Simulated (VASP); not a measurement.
# AlCu3 (P4mm) in VASP: single point with PBEsol

Aim: the single point of AlCu3 with PBEsol.

Program: VASP 6.6.1. These are calculated values, not measurements. Logs are shortened: lines on timing, memory, paths and dates and some standing lists are left out, and cuts for length are marked.

## 1. The cell of the first run

Symmetry: P4mm, No. 99, tetragonal system. Conventional cell: a = 3.660 Å, b = 3.660 Å, c = 3.769 Å, α = 90.00°, β = 90.00°, γ = 90.00°. Al (site symmetry 4mm) has 12 Cu at 2.45 to 2.81 Å within 3.2 Å. Cu (site symmetry 2mm) has 8 Cu at 2.32 to 2.98 Å and 4 Al at 2.45 to 2.81 Å within 3.1 Å. Within 3.1 Å of Cu (site symmetry 4mm) lie 8 Cu at 2.32 to 2.98 Å and 4 Al at 2.69 Å.

## 2. Single point, PBEsol (strained and its atoms moved)

The input, INCAR:

```
SYSTEM = AlCu3
ALGO = Fast
EDIFF = 1E-6
ENCUT = 520
GGA = PS
ISIF = 2
ISMEAR = 0
LASPH = .TRUE.
LCHARG = .TRUE.
LELF = .TRUE.
LREAL = .FALSE.
LVHAR = .TRUE.
LWAVE = .FALSE.
NBANDS = 26
NELM = 60
PREC = Accurate
SIGMA = 0.1
```

The input, KPOINTS:

```
k-points
0
G
  10 10 10
  0 0 0
```

The input, POSCAR:

```
AlCu3
1.0
    3.7688314629      0.0000000000      0.0000000000
    0.0000000000      3.6597101628      0.0000000000
    0.0000000000      0.0000000000      3.6597101628
Al Cu
1 3
Direct
   -0.0811021315      0.0000000000      0.0000000000
    0.4859535413      0.5000000000      0.0000000000
    0.4859535413      0.0000000000      0.5000000000
    0.1091950489      0.5000000000      0.5000000000
```

Potentials or basis: VASP PAW PBE potentials, release 64 (Al, Cu).

The run is started by

```console
> cat potpaw_PBE.64/Al/POTCAR potpaw_PBE.64/Cu/POTCAR > POTCAR
> mpirun -np 1 vasp_std > vasp.out
```

OUTCAR:

```text
SYSTEM = AlCu3
   EDIFF = 1E-6
   ENCUT = 520
   GGA = PS
   ISIF = 2
   ISMEAR = 0
   LASPH = .TRUE.
   LREAL = .FALSE.
   NELM = 60
   PREC = Accurate

 ion  position               nearest neighbor table
   1  0.919  0.000  0.000-   2 2.45   3 2.45   3 2.45   2 2.45   4 2.69   4 2.69   4 2.69   4 2.69
                             2 2.81   3 2.81   3 2.81   2 2.81
   2  0.486  0.500  0.000-   4 2.32   4 2.32   1 2.45   1 2.45   3 2.59   3 2.59   3 2.59   3 2.59
                             1 2.81   1 2.81
   3  0.486  0.000  0.500-   4 2.32   4 2.32   1 2.45   1 2.45   2 2.59   2 2.59   2 2.59   2 2.59
                             1 2.81   1 2.81
   4  0.109  0.500  0.500-   2 2.32   3 2.32   2 2.32   3 2.32   1 2.69   1 2.69   1 2.69   1 2.69

  LATTYP: Found a simple tetragonal cell.
 ALAT       =     3.6597101628
 C/A-ratio  =     1.0298169241

  Lattice vectors:

 A1 = (   0.0000000000,   3.6597101628,   0.0000000000)
 A2 = (   0.0000000000,   0.0000000000,   3.6597101628)
 A3 = (   3.7688314629,   0.0000000000,   0.0000000000)

Analysis of symmetry for initial positions (statically):
=====================================================================
 Subroutine PRICEL returns:
 Original cell was already a primitive cell.

 Routine SETGRP: Setting up the symmetry group for a
 simple tetragonal supercell.

 Subroutine GETGRP returns: Found  8 space group operations
 (whereof  8 operations were pure point group operations)
 out of a pool of 16 trial point group operations.

The static configuration has the point symmetry C_4v.

Analysis of symmetry for dynamics (positions and initial velocities):
=====================================================================
 Subroutine PRICEL returns:
 Original cell was already a primitive cell.

 Routine SETGRP: Setting up the symmetry group for a
 simple tetragonal supercell.

 Subroutine GETGRP returns: Found  8 space group operations
 (whereof  8 operations were pure point group operations)
 out of a pool of 16 trial point group operations.

The dynamic configuration has the point symmetry C_4v.

 Subroutine INISYM returns: Found  8 space group operations
 (whereof  8 operations are pure point group operations),
 and found     1 'primitive' translations

----------------------------------------------------------------------------------------

                                     Primitive cell

  volume of cell :      50.4778

  direct lattice vectors                    reciprocal lattice vectors
     3.768831463  0.000000000  0.000000000     0.265334232  0.000000000  0.000000000
     0.000000000  3.659710163  0.000000000     0.000000000  0.273245682  0.000000000
     0.000000000  0.000000000  3.659710163     0.000000000  0.000000000  0.273245682

  length of vectors
     3.768831463  3.659710163  3.659710163     0.265334232  0.273245682  0.273245682

  position of ions in fractional coordinates (direct lattice)
     0.918897868  0.000000000  0.000000000
     0.485953541  0.500000000  0.000000000
     0.485953541  0.000000000  0.500000000
     0.109195049  0.500000000  0.500000000

  ion indices of the primitive-cell ions
   primitive index   ion index
                 1           1
                 2           2
                 3           3
                 4           4

----------------------------------------------------------------------------------------

 KPOINTS: k-points

Automatic generation of k-mesh.
 Grid dimensions read from file:
 generate k-points for:   10   10   10

 Generating k-lattice:

  Cartesian coordinates                     Fractional coordinates (reciprocal lattice)
     0.026533423  0.000000000  0.000000000     0.100000000  0.000000000  0.000000000
     0.000000000  0.027324568  0.000000000     0.000000000  0.100000000  0.000000000
     0.000000000  0.000000000  0.027324568     0.000000000  0.000000000  0.100000000

  Length of vectors
     0.026533423  0.027324568  0.027324568

  Shift w.r.t. Gamma in fractional coordinates (k-lattice)
     0.000000000  0.000000000  0.000000000

 Subroutine IBZKPT returns following result:
 ===========================================

 Found    126 irreducible k-points:

 Following reciprocal coordinates:
            Coordinates               Weight
  0.000000  0.000000  0.000000      1.000000
  0.100000  0.000000  0.000000      2.000000
  0.200000  0.000000  0.000000      2.000000
  0.300000  0.000000  0.000000      2.000000
  0.400000  0.000000  0.000000      2.000000
  0.500000  0.000000  0.000000      1.000000
[... 16 lines left out ...]
  0.400000  0.300000  0.000000      8.000000
  0.500000  0.300000  0.000000      4.000000
 [... further k-points ...]
   k-points           NKPTS =    126   k-points in BZ     NKDIM =    126   number of bands    NBANDS=     26
   number of dos      NEDOS =    301   number of ions     NIONS =      4
   total plane-waves  NPLWV =  21952
   dimension x,y,z NGX =    28 NGY =   28 NGZ =   28
   dimension x,y,z NGXF=    56 NGYF=   56 NGZF=   56
   ions per type =               1   3
   NGX,Y,Z   is equivalent  to a cutoff of  12.35, 12.72, 12.72 a.u.
   NGXF,Y,Z  is equivalent  to a cutoff of  24.70, 25.44, 25.44 a.u.
 SYSTEM =  AlCu3
   PREC   = accura    normal or accurate (medium, high low for compatibility)
   ISTART =      0    job   : 0-new  1-cont  2-samecut
   ICHARG =      2    charge: 1-file 2-atom 10-const
   ISPIN  =      1    spin polarized calculation?
   LNONCOLLINEAR =      F non collinear calculations
   LSORBIT =      F    spin-orbit coupling
   LASPH  =      T    aspherical Exc in radial PAW
   ENCUT  =  520.0 eV  38.22 Ry    6.18 a.u.   7.01  6.80  6.80*2*pi/ulx,y,z
   NELM   =     60;   NELMIN=  2; NELMDL= -5     # of ELM steps
   EDIFF  = 0.1E-05   stopping-criterion for ELM
   LREAL  =      F    real-space projection
[... 7 lines left out ...]
   TEBEG  =    0.0;   TEEND  =   0.0 temperature during run
   PSTRESS=    0.0 pullay stress
   NELECT =      36.0000    total number of electrons
   NUPDOWN=      -1.0000    fix difference up-down
   EMIN   =  10.00;   EMAX   =-10.00  energy-range for DOS
   EFERMI =   0.00;   METHOD = LEGACY
   ISMEAR =     0;   SIGMA  =   0.10  broadening in eV -4-tet -1-fermi 0-gaus
   EFERMI_NEDOS =   21; number of points for ismear=-14 and -15
   IALGO  =     68    algorithm
   IMIX   =      4    mixing-type and parameters
     AMIX     =   0.40;   BMIX     =  1.00
     AMIX_MAG =   1.60;   BMIX_MAG =  1.00
  volume/ion in A,a.u.               =      12.62        85.16
  Fermi-wavevector in a.u.,A,eV,Ry     =   1.462656  2.764020 29.107808  2.139364
  Thomas-Fermi vector in A             =   2.578844
   LORBIT       =      0    0 simple, 1 ext, 2 COOP (PROOUT), +10 PAW based schemes
   GGA     = PS    functional components
   LHFCALC =     F    Hartree Fock is set to
   AEXX    =    0.0000 exact exchange contribution
   IVDW    =     0    specifies the selected vdW correction
   LEPSILON=     F    determine dielectric tensor
   LRPA    =     F    only Hartree local field effects (RPA)
 non-spin polarized calculation
 RMM-DIIS sequential band-by-band and
 Gauss-broadening in eV      SIGMA  =   0.10
  energy-cutoff  :      520.00
  volume of cell :       50.48
 maximum number of plane-waves:      1392
   NGX = 15   NGY = 13   NGZ = 13

 number of electron      36.0000035 magnetization

 Free energy of the ion-electron system (eV)
  ---------------------------------------------------
  ext. energy  EPLUGINS =         0.00000000
  ---------------------------------------------------
  free energy    TOTEN  =       -16.91211560 eV

  energy without entropy =      -16.90574645  energy(sigma->0) =      -16.90893103

 E-fermi :   8.0521     XC(G=0): -12.1880

 val. band max:        8.0503860091   @ k =   0.3000   0.2000   0.2000
 cond. band min:       8.0548128688   @ k =   0.2000   0.4000   0.0000
 fundamental gap:      0.0044268596
 Fermi energy:         8.0521170598

 k-point     1 :       0.0000    0.0000    0.0000
  band No.  band energies     occupation
      1      -2.3095      2.00000
      2       2.6954      2.00000
      3       3.2274      2.00000
      4       3.4080      2.00000
      5       3.4143      2.00000
      6       3.5617      2.00000
[... 18 lines left out ...]
     25      19.0547      0.00000
     26      19.1299      0.00000

 k-point     2 :       0.1000    0.0000    0.0000
  band No.  band energies     occupation
      1      -2.2013      2.00000
      2       2.7131      2.00000
      3       3.1733      2.00000
      4       3.4216      2.00000
      5       3.4632      2.00000
      6       3.5727      2.00000
[... 18 lines left out ...]
     25      18.9578      0.00000
     26      19.0317      0.00000

 k-point     3 :       0.2000    0.0000    0.0000
  band No.  band energies     occupation
      1      -1.8788      2.00000
      2       2.6703      2.00000
      3       3.0288      2.00000
      4       3.4581      2.00000
      5       3.5993      2.00000
      6       3.6037      2.00000
[... 18 lines left out ...]
     25      17.8290      0.00000
     26      17.9737      0.00000

 k-point     4 :       0.3000    0.0000    0.0000
  band No.  band energies     occupation
      1      -1.3498      2.00000
      2       2.1450      2.00000
      3       3.0390      2.00000
      4       3.5059      2.00000
      5       3.6476      2.00000
      6       3.6476      2.00000
[... 18 lines left out ...]
     25      16.7747      0.00000
     26      17.8517      0.00000
[... 496 lines left out ...]
      1      -0.3881      2.00000
      2       2.6194      2.00000
      3       2.9565      2.00000
      4       3.5570      2.00000
      5       3.5794      2.00000
      6       3.7900      2.00000
[... 18 lines left out ...]
     25      17.3183      0.00000
     26      17.9508      0.00000

 k-point    23 :       0.4000    0.3000    0.0000
  band No.  band energies     occupation
      1       0.2775      2.00000
      2       1.9572      2.00000
      3       3.1476      2.00000
      4       3.5246      2.00000
      5       3.6236      2.00000
      6       3.7899      2.00000
[... 18 lines left out ...]
     25      17.8105      0.00000
     26      19.0488      0.00000

 k-point    24 :       0.5000    0.3000    0.0000
  band No.  band energies     occupation
      1       0.9299      2.00000
      2       1.2650      2.00000
      3       3.2808      2.00000
      4       3.4702      2.00000
      5       3.6584      2.00000
      6       3.7556      2.00000
[... 18 lines left out ...]
     25      18.1612      0.00000
     26      18.4536      0.00000

 [... further k-points ...]

------------------------ aborting loop because EDIFF is reached ----------------------------------------

  FORCE on cell =-STRESS in cart. coord.  units (eV):
  Direction    XX          YY          ZZ          XY          YZ          ZX
  --------------------------------------------------------------------------------------
  -------------------------------------------------------------------------------------
  Total        0.9662649      0.8509363      0.8509363      0.0000000      0.0000000      0.0000000
  in kB       30.6694985     27.0089380     27.0089380      0.0000000      0.0000000      0.0000000
  external PRESSURE =      28.2291248 kB  Pullay stress =       0.0000000 kB

 VOLUME and BASIS-vectors are now :
 -----------------------------------------------------------------------------
  energy-cutoff  :      520.00
  volume of cell :       50.48
      direct lattice vectors                 reciprocal lattice vectors
     3.768831463  0.000000000  0.000000000     0.265334232  0.000000000  0.000000000
     0.000000000  3.659710163  0.000000000     0.000000000  0.273245682  0.000000000
     0.000000000  0.000000000  3.659710163     0.000000000  0.000000000  0.273245682

 POSITION                                       TOTAL-FORCE (eV/Angst)
 -----------------------------------------------------------------------------------
      3.46317      0.00000      0.00000         1.669997      0.000000      0.000000
      1.83148      1.82986      0.00000         0.586390      0.000000     -0.000000
      1.83148      0.00000      1.82986         0.586390      0.000000     -0.000000
      0.41154      1.82986      1.82986        -2.842776      0.000000      0.000000
 -----------------------------------------------------------------------------------
    total drift:                                0.000436     -0.000000      0.000046

  FREE ENERGIE OF THE ION-ELECTRON SYSTEM (eV)
  ---------------------------------------------------
  free  energy   TOTEN  =       -16.9121156037 eV

  energy  without entropy=      -16.9057464509  energy(sigma->0) =      -16.90893103
```

Wall time 4.7 min (1 thread of Intel Xeon 8259CL, shared host); peak memory 0.26 GiB.

Results:

```
Free energy            : -16.9121 eV
Pressure               : 2.8 GPa
Largest force          : 2.843 eV/Å
Band gap on the k mesh : zero (bands 18 and 19 overlap by 5.08 eV)
```

Forces in eV/Å, atoms in the order of the input:
```
Al   1.670  0.000  0.000
Cu   0.586  0.000  0.000
Cu   0.586  0.000  0.000
Cu  -2.843  0.000  0.000
```

Stress tensor (GPa, compression positive):
```
3.07 0.00 0.00
0.00 2.70 0.00
0.00 0.00 2.70
```

Caveat: the cell differs from its parent crystal (strained and its atoms moved); the PAW data sets were made with another functional, which shifts forces and pressure a little.
